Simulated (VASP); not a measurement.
# C (Fd-3m) in VASP: further runs, part 2 of 2

VASP 6.6.1. Earlier steps stand in the parts before.

### 4 Vibrations by perturbation theory, LDA

This run uses another cell than the first one, of 5.31 Å³/atom.

INCAR

```
SYSTEM = C
PREC     = Accurate       ! precision mode
ENCUT    = 520            ! plane-wave cutoff, eV
EDIFF    = 1E-8           ! SCF threshold, eV
ISMEAR   = 0              ! smearing method
SIGMA    = 0.01           ! smearing width, eV
LREAL    = .False.        ! projectors in reciprocal space
LASPH    = .True.         ! aspherical terms in the spheres
NELM     = 60             ! most SCF steps
ALGO     = Normal         ! electronic algorithm
ISIF     = 2              ! what is computed and relaxed
LWAVE    = .False.        ! write WAVECAR
LCHARG   = .False.        ! write CHGCAR
IBRION   = 8              ! ionic algorithm
NSW      = 1              ! ionic steps
LEPSILON = .True.         ! dielectric tensor by DFPT
```

KPOINTS

```
regular mesh
0
Gamma
  12 12 12
  0 0 0
```

POSCAR

```
C
1.0
    0.0000000000      1.7447528145      1.7447528145
    1.7447528145      0.0000000000      1.7447528145
    1.7447528145      1.7447528145      0.0000000000
C
2
Direct
    0.5000000000      0.5000000000      0.5000000000
    0.7500000000      0.7500000000      0.7500000000
```

Potentials or basis: VASP PAW LDA potentials, release 64 (C).

Command:

```
$ cat potpaw_LDA.64/C/POTCAR > POTCAR
$ mpirun -np 1 vasp_std > vasp.out
```

OUTCAR:

```text
SYSTEM = C
   PREC = Accurate
   ENCUT = 520
   EDIFF = 1E-8
   ISMEAR = 0
   LREAL = .False.
   LASPH = .True.
   NELM = 60
   ISIF = 2
   IBRION = 8
   NSW = 1
   LEPSILON = .True.

 ion  position               nearest neighbor table
   1  0.500  0.500  0.500-   2 1.51   2 1.51   2 1.51   2 1.51
   2  0.750  0.750  0.750-   1 1.51   1 1.51   1 1.51   1 1.51

  LATTYP: Found a face centered cubic cell.
 ALAT       =     3.4895056290

  Lattice vectors:

 A1 = (   0.0000000000,   1.7447528145,   1.7447528145)
 A2 = (   1.7447528145,   0.0000000000,   1.7447528145)
 A3 = (   1.7447528145,   1.7447528145,   0.0000000000)

Analysis of symmetry for initial positions (statically):
=====================================================================
 Subroutine PRICEL returns:
 Original cell was already a primitive cell.

 Routine SETGRP: Setting up the symmetry group for a
 face centered cubic supercell.

 Subroutine GETGRP returns: Found 48 space group operations
 (whereof 24 operations were pure point group operations)
 out of a pool of 48 trial point group operations.

The static configuration has the point symmetry T_d .
 The point group associated with its full space group is O_h .

Analysis of symmetry for dynamics (positions and initial velocities):
=====================================================================
 Subroutine PRICEL returns:
 Original cell was already a primitive cell.

 Routine SETGRP: Setting up the symmetry group for a
 face centered cubic supercell.

 Subroutine GETGRP returns: Found 48 space group operations
 (whereof 24 operations were pure point group operations)
 out of a pool of 48 trial point group operations.

The dynamic configuration has the point symmetry T_d .
 The point group associated with its full space group is O_h .

 Subroutine INISYM returns: Found 48 space group operations
 (whereof 24 operations are pure point group operations),
 and found     1 'primitive' translations

----------------------------------------------------------------------------------------

                                     Primitive cell

  volume of cell :      10.6226

  direct lattice vectors                    reciprocal lattice vectors
     0.000000000  1.744752814  1.744752814    -0.286573545  0.286573545  0.286573545
     1.744752814  0.000000000  1.744752814     0.286573545 -0.286573545  0.286573545
     1.744752814  1.744752814  0.000000000     0.286573545  0.286573545 -0.286573545
[... 452 lines left out ...]

 PIEZOELECTRIC TENSOR FIELD DIRECTION 3  (e Angst)
 -----------------------------------------------------------------------------
    -0.00010  0.00000  0.00000           ( -0.00000  0.00000  0.00000)
     0.00000 -0.00010  0.00000           (  0.00000 -0.00000  0.00000)
     0.00000  0.00000 -0.00022           (  0.00000  0.00000 -0.00001)

 PIEZOELECTRIC TENSOR FIELD DIRECTION 3  (C/m^2)
 -----------------------------------------------------------------------------
    -0.00016  0.00000  0.00000
     0.00000 -0.00016  0.00000
     0.00000  0.00000 -0.00033

--------------------------------------- Ionic step        4  -------------------------------------------

 Free energy of the ion-electron system (eV)
  ---------------------------------------------------
  ---------------------------------------------------
  free energy    TOTEN  =        -0.11231912 eV

  energy without entropy =       -0.11231912

------------------------ aborting loop because EDIFF is reached ----------------------------------------

 INTERNAL STRAIN TENSOR  FOR ION    1  DIRECTION 1   (eV/Angst):
 -----------------------------------------------------------------------------
     0.00584  0.00000  0.00000
     0.00000 -0.00242  6.41372
     0.00000  6.41372 -0.00242

 MACROSCOPIC STATIC DIELECTRIC TENSOR (including local field effects in DFT)
 ------------------------------------------------------
           5.714968     0.000000    -0.000000
           0.000000     5.714968     0.000000
           0.000000    -0.000000     5.714968
 ------------------------------------------------------

 PIEZOELECTRIC TENSOR (including local field effects)  for field in x, y, z        (e  Angst)
          XX          YY          ZZ          XY          YZ          ZX
  --------------------------------------------------------------------------------
  x    -0.00000    -0.00000     0.00000    -0.00000    -0.00000     0.00000
  y     0.00000     0.00000     0.00000     0.00000    -0.00000     0.00000
  z     0.00000    -0.00000     0.00000     0.00000     0.00000    -0.00000

 PIEZOELECTRIC TENSOR (including local field effects)  for field in x, y, z        (C/m^2)
          XX          YY          ZZ          XY          YZ          ZX
  --------------------------------------------------------------------------------
  x    -0.00000    -0.00000     0.00000    -0.00000    -0.00000     0.00000
  y     0.00000     0.00000     0.00000     0.00000    -0.00000     0.00000
  z     0.00000    -0.00000     0.00000     0.00000     0.00000    -0.00000

 BORN EFFECTIVE CHARGES (including local field effects) (in |e|, cummulative output)
 ---------------------------------------------------------------------------------
 ion    1
    1     0.00000     0.00000     0.00000
    2    -0.00000     0.00000    -0.00000
    3     0.00000     0.00000     0.00000
 ion    2
    1     0.00000     0.00000    -0.00000
    2     0.00000     0.00000     0.00000
    3    -0.00000    -0.00000     0.00000

 INTERNAL STRAIN TENSOR FOR ION    2 for displacements in x,y,z  (eV/Angst):
          X           Y           Z          XY          YZ          ZX
  --------------------------------------------------------------------------------
  x    -0.00000     0.00000     0.00000     0.00000    -6.41372     0.00000
  y     0.00000     0.00000     0.00000     0.00000     0.00000    -6.41372
  z     0.00000     0.00000    -0.00000    -6.41372     0.00000     0.00000

 SECOND DERIVATIVES (NOT SYMMETRIZED)
 ------------------------------------
               1X          1Y          1Z          2X          2Y          2Z
  1X   -41.728722    0.000000    0.000000   41.728722    0.000000    0.000000
  1Y     0.000000  -41.728722    0.000000    0.000000   41.728722    0.000000
  1Z     0.000000    0.000000  -41.728722    0.000000    0.000000   41.728722
  2X    41.728722    0.000000    0.000000  -41.728722    0.000000    0.000000
  2Y     0.000000   41.728722    0.000000    0.000000  -41.728722    0.000000
  2Z     0.000000    0.000000   41.728722    0.000000    0.000000  -41.728722

 Eigenvectors and eigenvalues of the dynamical matrix
 ----------------------------------------------------

   1 f  =   41.209152 THz   258.924741 2PiTHz 1374.589366 cm-1   170.427284 meV
             X         Y         Z           dx          dy          dz
      1.744753  1.744753  1.744753     0.000000   -0.707107    0.000000
      2.617129  2.617129  2.617129     0.000000    0.707107    0.000000
[... 21 lines left out ...]
   6 f  =    0.000000 THz     0.000000 2PiTHz    0.000000 cm-1     0.000000 meV
             X         Y         Z           dx          dy          dz
      1.744753  1.744753  1.744753     0.000000    0.000000    0.707107
      2.617129  2.617129  2.617129     0.000000    0.000000    0.707107

--------------------------------------------------------------------------------------------------------

 MACROSCOPIC STATIC DIELECTRIC TENSOR IONIC CONTRIBUTION
 ------------------------------------------------------
           0.000000    -0.000000     0.000000
          -0.000000     0.000000    -0.000000
           0.000000    -0.000000     0.000000
 ------------------------------------------------------

 ELASTIC MODULI CONTR FROM IONIC RELAXATION (kBar)
 Direction    XX          YY          ZZ          XY          YZ          ZX
 --------------------------------------------------------------------------------
 XX          -0.0000      0.0000      0.0000      0.0000     -0.0000      0.0000
 YY           0.0000     -0.0000      0.0000      0.0000      0.0000      0.0000
 ZZ           0.0000      0.0000     -0.0000     -0.0000      0.0000      0.0000
 XY           0.0000      0.0000     -0.0000   -148.6838      0.0000      0.0000
 YZ          -0.0000      0.0000      0.0000      0.0000   -148.6838      0.0000
 ZX           0.0000      0.0000      0.0000      0.0000      0.0000   -148.6838
 --------------------------------------------------------------------------------

 PIEZOELECTRIC TENSOR IONIC CONTR  for field in x, y, z        (C/m^2)
          XX          YY          ZZ          XY          YZ          ZX
  --------------------------------------------------------------------------------
  x     0.00000     0.00000     0.00000     0.00000     0.00000     0.00000
  y    -0.00000     0.00000    -0.00000    -0.00000    -0.00000     0.00000
  z     0.00000    -0.00000     0.00000     0.00000     0.00000     0.00000
```

Wall time 1.7 min (1 thread of Intel Xeon 8259CL, shared host); peak memory 0.18 GiB.

Results:

- Electronic dielectric tensor (diagonal): 5.71
- Born charges (mean of the diagonal): C +0.00 e
- Highest phonon frequency at Γ: 1375 cm⁻¹

Phonon frequencies in cm⁻¹ (negative: imaginary):
| q point | frequencies |
| --- | --- |
| (0.000, 0.000, 0.000) | 0 0 0 1375 1375 1375 |

Electronic dielectric tensor:
```
5.71 0.00 0.00
0.00 5.71 0.00
0.00 0.00 5.71
```

Born effective charge tensors (e):
atom 1, C
```
0.00 0.00 0.00
0.00 0.00 0.00
0.00 0.00 0.00
```
atom 2, C
```
0.00 0.00 0.00
0.00 0.00 0.00
0.00 0.00 0.00
```

Caveat: the cell stands under pressure or tension, which shifts response properties.
